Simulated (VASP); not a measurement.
# MnBr4 (Pm-3m) in VASP: notebook

MnBr4 is run at these levels: PBE; tasks: single point.

All numbers are computed with VASP 6.6.1; they aren't measurements. Logs are shortened: lines on timing, memory, paths and dates and some standing lists are left out, and cuts for length are marked.

### 1 The cell of the first run

Symmetry: Pm-3m, No. 221, cubic system. The conventional cell has a = 5.353 Å, b = 5.353 Å, c = 5.353 Å, α = 90.00°, β = 90.00°, γ = 90.00°. Within 3.5 Å of Mn (site symmetry m-3m) lie 6 Br at 2.68 Å. Br (site symmetry m-3m) has 12 Br at 3.79 Å and 8 Mn at 4.64 Å within 5.0 Å. Br (site symmetry 4/mmm) has 2 Mn at 2.68 Å within 3.5 Å.

The cell was generated, and may not be a known phase.

### 2 Single point, PBE, collinear spin, ferromagnetic start

The input, INCAR:

```
ALGO = Normal
EDIFF = 1E-7
ENCUT = 520
GGA = PE
ISIF = 2
ISMEAR = 0
ISPIN = 2
LASPH = True
LCHARG = True
LELF = True
LMAXMIX = 4
LORBIT = 11
LREAL = False
LVHAR = True
LWAVE = False
MAGMOM = 4 0 0 0 0
NBANDS = 32
NELM = 150
PREC = Accurate
SIGMA = 0.1
```

The input, KPOINTS:

```
k-points
0
Gamma
  4 4 4
```

The input, POSCAR:

```
MnBr4
1.0
    5.3530009000      0.0000000000      0.0000000000
    0.0000000000      5.3530009000      0.0000000000
    0.0000000000      0.0000000000      5.3530009000
Mn Br
1 4
Direct
    0.5000000000      0.5000000000      0.5000000000
    0.0000000000      0.0000000000      0.0000000000
    0.5000000000      0.5000000000      0.0000000000
    0.5000000000      0.0000000000      0.5000000000
    0.0000000000      0.5000000000      0.5000000000
```

Potentials or basis: VASP PAW PBE potentials, release 64 (Mn_pv, Br).

Launch:

```
> cat potpaw_PBE.64/Mn_pv/POTCAR potpaw_PBE.64/Br/POTCAR > POTCAR
> mpirun -np 1 vasp_std > vasp.out
```

OUTCAR:

```text
EDIFF = 1E-7
   ENCUT = 520
   GGA = PE
   ISIF = 2
   ISMEAR = 0
   ISPIN = 2
   LASPH = True
   LORBIT = 11
   LREAL = False
   NELM = 150
   PREC = Accurate

 ion  position               nearest neighbor table
   1  0.500  0.500  0.500-   3 2.68   4 2.68   5 2.68   3 2.68   4 2.68   5 2.68
   2  0.000  0.000  0.000-
   3  0.500  0.500  0.000-   1 2.68   1 2.68
   4  0.500  0.000  0.500-   1 2.68   1 2.68
   5  0.000  0.500  0.500-   1 2.68   1 2.68

  LATTYP: Found a simple cubic cell.
 ALAT       =     5.3530009000

  Lattice vectors:

 A1 = (   5.3530009000,   0.0000000000,   0.0000000000)
 A2 = (   0.0000000000,   5.3530009000,   0.0000000000)
 A3 = (   0.0000000000,   0.0000000000,   5.3530009000)

Analysis of symmetry for initial positions (statically):
=====================================================================
 Subroutine PRICEL returns:
 Original cell was already a primitive cell.

 Routine SETGRP: Setting up the symmetry group for a
 simple cubic supercell.

 Subroutine GETGRP returns: Found 48 space group operations
 (whereof 48 operations were pure point group operations)
 out of a pool of 48 trial point group operations.

The static configuration has the point symmetry O_h .

Analysis of symmetry for dynamics (positions and initial velocities):
=====================================================================
 Subroutine PRICEL returns:
 Original cell was already a primitive cell.

 Routine SETGRP: Setting up the symmetry group for a
 simple cubic supercell.

 Subroutine GETGRP returns: Found 48 space group operations
 (whereof 48 operations were pure point group operations)
 out of a pool of 48 trial point group operations.

The dynamic configuration has the point symmetry O_h .

Analysis of structural, dynamic, and magnetic symmetry:
=====================================================================
 Subroutine PRICEL returns:
 Original cell was already a primitive cell.

 Routine SETGRP: Setting up the symmetry group for a
 simple cubic supercell.

 Subroutine GETGRP returns: Found 48 space group operations
 (whereof 48 operations were pure point group operations)
 out of a pool of 48 trial point group operations.

The overall configuration has the point symmetry O_h .

 Subroutine INISYM returns: Found 48 space group operations
 (whereof 48 operations are pure point group operations),
 and found     1 'primitive' translations

----------------------------------------------------------------------------------------

                                     Primitive cell

  volume of cell :     153.3882

  direct lattice vectors                    reciprocal lattice vectors
     5.353000900  0.000000000  0.000000000     0.186811103  0.000000000  0.000000000
     0.000000000  5.353000900  0.000000000     0.000000000  0.186811103  0.000000000
     0.000000000  0.000000000  5.353000900     0.000000000  0.000000000  0.186811103

  length of vectors
     5.353000900  5.353000900  5.353000900     0.186811103  0.186811103  0.186811103

  position of ions in fractional coordinates (direct lattice)
     0.500000000  0.500000000  0.500000000
     0.000000000  0.000000000  0.000000000
     0.500000000  0.500000000  0.000000000
     0.500000000  0.000000000  0.500000000
     0.000000000  0.500000000  0.500000000

  ion indices of the primitive-cell ions
   primitive index   ion index
                 1           1
                 2           2
                 3           3
                 4           4
                 5           5

----------------------------------------------------------------------------------------

 KPOINTS: k-points

Automatic generation of k-mesh.
 Grid dimensions read from file:
 generate k-points for:    4    4    4

 Generating k-lattice:

  Cartesian coordinates                     Fractional coordinates (reciprocal lattice)
     0.046702776  0.000000000  0.000000000     0.250000000  0.000000000  0.000000000
     0.000000000  0.046702776  0.000000000     0.000000000  0.250000000  0.000000000
     0.000000000  0.000000000  0.046702776     0.000000000  0.000000000  0.250000000

  Length of vectors
     0.046702776  0.046702776  0.046702776

  Shift w.r.t. Gamma in fractional coordinates (k-lattice)
     0.000000000  0.000000000  0.000000000

 Subroutine IBZKPT returns following result:
 ===========================================

 Found     10 irreducible k-points:

 Following reciprocal coordinates:
            Coordinates               Weight
  0.000000  0.000000  0.000000      1.000000
  0.250000  0.000000  0.000000      6.000000
  0.500000  0.000000  0.000000      3.000000
  0.250000  0.250000  0.000000     12.000000
  0.500000  0.250000  0.000000     12.000000
  0.500000  0.500000  0.000000      3.000000
  0.250000  0.250000  0.250000      8.000000
  0.500000  0.250000  0.250000     12.000000
  0.500000  0.500000  0.250000      6.000000
  0.500000  0.500000  0.500000      1.000000
   k-points           NKPTS =     10   k-points in BZ     NKDIM =     10   number of bands    NBANDS=     32
   number of dos      NEDOS =    301   number of ions     NIONS =      5
   total plane-waves  NPLWV =  64000
   dimension x,y,z NGX =    40 NGY =   40 NGZ =   40
   dimension x,y,z NGXF=    80 NGYF=   80 NGZF=   80
   ions per type =               1   4
   NGX,Y,Z   is equivalent  to a cutoff of  12.42, 12.42, 12.42 a.u.
   NGXF,Y,Z  is equivalent  to a cutoff of  24.85, 24.85, 24.85 a.u.
 SYSTEM =  unknown system
   PREC   = accura    normal or accurate (medium, high low for compatibility)
   ISTART =      0    job   : 0-new  1-cont  2-samecut
   ICHARG =      2    charge: 1-file 2-atom 10-const
   ISPIN  =      2    spin polarized calculation?
   LNONCOLLINEAR =      F non collinear calculations
   LSORBIT =      F    spin-orbit coupling
   LASPH  =      T    aspherical Exc in radial PAW
   ENCUT  =  520.0 eV  38.22 Ry    6.18 a.u.   9.95  9.95  9.95*2*pi/ulx,y,z
   NELM   =    150;   NELMIN=  2; NELMDL= -5     # of ELM steps
   EDIFF  = 0.1E-06   stopping-criterion for ELM
   LREAL  =      F    real-space projection
   EDIFFG = 0.1E-05   stopping-criterion for IOM
   NSW    =      0    number of steps for IOM
   IBRION =     -1    ionic relax: 0-MD 1-quasi-New 2-CG
   NFREE  =      0    steps in history (QN), initial steepest desc. (CG)
   ISIF   =      2    stress and relaxation
   ISYM   =      2    0-nonsym 1-usesym 2-fastsym
   POTIM  = 0.5000    time-step for ionic-motion
   TEBEG  =    0.0;   TEEND  =   0.0 temperature during run
   PSTRESS=    0.0 pullay stress
   NELECT =      41.0000    total number of electrons
   NUPDOWN=      -1.0000    fix difference up-down
   EMIN   =  10.00;   EMAX   =-10.00  energy-range for DOS
   EFERMI =   0.00;   METHOD = LEGACY
   ISMEAR =     0;   SIGMA  =   0.10  broadening in eV -4-tet -1-fermi 0-gaus
   EFERMI_NEDOS =   21; number of points for ismear=-14 and -15
   IALGO  =     38    algorithm
   IMIX   =      4    mixing-type and parameters
     AMIX     =   0.40;   BMIX     =  1.00
     AMIX_MAG =   1.60;   BMIX_MAG =  1.00
  volume/ion in A,a.u.               =      30.68       207.02
  Fermi-wavevector in a.u.,A,eV,Ry     =   1.054562  1.992833 15.131054  1.112101
  Thomas-Fermi vector in A             =   2.189727
   LORBIT       =     11    0 simple, 1 ext, 2 COOP (PROOUT), +10 PAW based schemes
   GGA     = PE    functional components
   LHFCALC =     F    Hartree Fock is set to
   AEXX    =    0.0000 exact exchange contribution
   IVDW    =     0    specifies the selected vdW correction
   LEPSILON=     F    determine dielectric tensor
   LRPA    =     F    only Hartree local field effects (RPA)
 spin polarized calculation
 Gauss-broadening in eV      SIGMA  =   0.10
  energy-cutoff  :      520.00
  volume of cell :      153.39
 maximum number of plane-waves:      4224
 NGX is ok and might be reduce to    40
   NGX = 19   NGY = 19   NGZ = 19

 number of electron      41.0000017 magnetization       2.9999484

 Free energy of the ion-electron system (eV)
  ---------------------------------------------------
  ext. energy  EPLUGINS =         0.00000000
  ---------------------------------------------------
  free energy    TOTEN  =       -16.33683604 eV

  energy without entropy =      -16.31310429  energy(sigma->0) =      -16.32497017

 E-fermi :   0.1272     XC(G=0):  -8.3480

 val. band max:        0.1002527226   @ k =   0.2500   0.2500   0.0000
 cond. band min:       0.1329520406   @ k =   0.5000   0.0000   0.0000
 fundamental gap:      0.0326993180
 Fermi energy:         0.1271724887

 spin component 1

 k-point     1 :       0.0000    0.0000    0.0000
  band No.  band energies     occupation
      1     -50.2615      1.00000
      2     -50.2615      1.00000
      3     -50.2615      1.00000
      4     -14.0179      1.00000
      5     -13.3208      1.00000
      6     -13.3208      1.00000
[... 339 lines left out ...]
     31       9.7214      0.00000
     32       9.7214      0.00000
 Fermi energy:         0.1271724887

 spin component 2

 k-point     1 :       0.0000    0.0000    0.0000
  band No.  band energies     occupation
      1     -45.7951      1.00000
      2     -45.7951      1.00000
      3     -45.7951      1.00000
      4     -14.1690      1.00000
      5     -13.4460      1.00000
      6     -13.4460      1.00000
[... 339 lines left out ...]
     31       9.8433      0.00000
     32      10.2637      0.00000

------------------------ aborting loop because EDIFF is reached ----------------------------------------

  FORCE on cell =-STRESS in cart. coord.  units (eV):
  Direction    XX          YY          ZZ          XY          YZ          ZX
  --------------------------------------------------------------------------------------
  -------------------------------------------------------------------------------------
  Total       -2.5591702     -2.5591702     -2.5591702     -0.0000000     -0.0000000      0.0000000
  in kB      -26.7311602    -26.7311602    -26.7311602     -0.0000000     -0.0000000      0.0000000
  external PRESSURE =     -26.7311602 kB  Pullay stress =       0.0000000 kB

 VOLUME and BASIS-vectors are now :
 -----------------------------------------------------------------------------
  energy-cutoff  :      520.00
  volume of cell :      153.39
      direct lattice vectors                 reciprocal lattice vectors
     5.353000900  0.000000000  0.000000000     0.186811103  0.000000000  0.000000000
     0.000000000  5.353000900  0.000000000     0.000000000  0.186811103  0.000000000
     0.000000000  0.000000000  5.353000900     0.000000000  0.000000000  0.186811103

 POSITION                                       TOTAL-FORCE (eV/Angst)
 -----------------------------------------------------------------------------------
      2.67650      2.67650      2.67650         0.000000      0.000000      0.000000
      0.00000      0.00000      0.00000         0.000000      0.000000      0.000000
      2.67650      2.67650      0.00000         0.000000      0.000000      0.000000
      2.67650      0.00000      2.67650         0.000000      0.000000      0.000000
      0.00000      2.67650      2.67650         0.000000      0.000000      0.000000
 -----------------------------------------------------------------------------------
    total drift:                               -0.000000      0.000000     -0.000000

  FREE ENERGIE OF THE ION-ELECTRON SYSTEM (eV)
  ---------------------------------------------------
  free  energy   TOTEN  =       -16.3368360407 eV

  energy  without entropy=      -16.3131042950  energy(sigma->0) =      -16.32497017

 total charge

# of ion       s       p       d       tot
------------------------------------------
    1        0.204   6.141   4.846  11.192
    2        1.635   3.032   0.004   4.670
    3        1.615   3.178   0.012   4.804
    4        1.615   3.178   0.012   4.804
    5        1.615   3.178   0.012   4.804
--------------------------------------------------
tot          6.684  18.706   4.885  30.275

 magnetization (x)

# of ion       s       p       d       tot
------------------------------------------
    1        0.043   0.031   4.083   4.157
    2       -0.024  -0.670  -0.000  -0.694
    3        0.001  -0.134   0.005  -0.129
    4        0.001  -0.134   0.005  -0.129
    5        0.001  -0.134   0.005  -0.129
--------------------------------------------------
tot          0.021  -1.041   4.097   3.077
```

Wall time 100 s (1 thread of Intel Xeon Platinum 8488C (Sapphire Rapids), shared host); peak memory 0.31 GiB.

What came out:

```yaml
Free_energy: -16.3368 eV
Pressure: -2.7 GPa
Band_gap_on_the_k_mesh: zero (filled and empty bands overlap)
Net_moment: 3.00 μB per cell
Site_moments: Mn +4.16; Br -0.69, -0.13 (each value once) μB
Valence_electrons_inside_the_program's_atomic_spheres: Mn 11.19; Br 4.67, 4.80 (each value once)
```

Caveat: semilocal functionals often make such compounds metallic where correlation or magnetic order opens a gap, which also shifts bond lengths.

(Continued in part 2 of 2.)

The gap in the log of VASP goes by the Fermi energy; the results here count the filled bands.